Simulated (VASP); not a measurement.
SnSe:

```xyz
2
Lattice="0.0000 3.0104 3.0104 3.0104 0.0000 3.0104 3.0104 3.0104 0.0000" Properties=species:S:1:pos:R:3 pbc="T T T"
Sn    0.0000    0.0000    0.0000
Se    3.0104    3.0104    3.0104
```

Base run:

- Program: VASP 6.6.1
- Functional: PBE
- Potentials or basis: VASP PAW PBE potentials, release 64 (Sn_d, Se)
- Cutoff: 520 eV
- k mesh: 11 × 11 × 11
- Occupations: fermi-dirac, width 0.05 eV
- Spin: no spin polarisation

Its results: pressure 1.0 GPa.

**Question.** The run is repeated on the same cell with these changes: functional from PBE to PBEsol; further incar settings from ALGO = Normal; EDIFF = 1e-07; NBANDS = 17 to ALGO = Normal; EDIFF = 1e-06; NBANDS = 17. What comes out?

**Answer.** Pressure -1.8 GPa.

Caveats: the PAW data sets were made with another functional, which shifts forces and pressure a little (some runs).
